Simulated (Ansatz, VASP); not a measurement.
Two plane-wave programs on Ir

INCAR

```
SYSTEM = Ir
  ALGO = Fast
  EDIFF = 1E-6
  ENCUT = 520
  GGA = PE
  ISIF = 2
  ISMEAR = 0
  LASPH = .TRUE.
  LCHARG = .FALSE.
  LREAL = .FALSE.
  LWAVE = .FALSE.
  NBANDS = 10
  NELM = 80
  PREC = Accurate
  SIGMA = 0.15
```

The input KPOINTS:

```
k-points
0
G
  22 22 22
  0 0 0
```

POSCAR

```
Ir
1.0
    0.0000000000      2.1526680732      1.6640124206
    2.1526680732      0.0000000000      1.6640124206
    2.1526680732      2.1526680732      0.0000000000
Ir
1
Direct
    0.0000000000      0.0000000000      0.0000000000
```

Input for Ansatz:

```yaml
crystal:
  lattice:
    - [0.0, 2.1526680732, 1.6640124206]
    - [2.1526680732, 0.0, 1.6640124206]
    - [2.1526680732, 2.1526680732, 0.0]
  atoms:
    - { symbol: Ir, position: [0.0, 0.0, 0.0] }
basis:
  ecutwfc: 420
kpoints:
  mp_grid: { grid: [22, 22, 22] }
hamiltonian:
  xc: pbe
  pseudopotentials: { kind: paw, azcp: { folder: soft_1 } }
scf:
  occupations: { method: gaussian, width: 0.15 }
output:
  forces: true
  stress: true
  eigenvalues: true
  write_density: true
  write_potential: true
  elf: true
  volumetric_format: npy
```

Alike in both runs: task single point; functional PBE; k mesh 22 × 22 × 22; occupations gaussian, width 0.15 eV; no spin polarisation.

|  | VASP | Ansatz |
| --- | --- | --- |
| version | VASP 6.6.1 | Ansatz 0.2.0 |
| potentials or method | VASP PAW PBE potentials, release 64 (Ir), cutoff 520 eV | scalar-relativistic, plane waves, PAW |
| valence electrons in the cell | 9 | 17 |

|  | VASP | Ansatz | Ansatz less VASP |
| --- | --- | --- | --- |
| gap on the k mesh at the Fermi level (eV) | none | none | - |
| pressure (GPa) | -9.2 | -9.6 | -0.43 |
| traceless stress, the component that is largest in VASP (GPa) | 24.18 | 24.47 | +0.297 |

A gap of «none» marks a metal or a gap that the smearing closes. With one functional, cell and mesh, what is left measures potentials, basis and numerics. VASP's potentials hold 9 valence electrons a cell and Ansatz's 17, so a difference there can come from the potentials and not from the codes.

Neither program's run includes spin-orbit coupling.
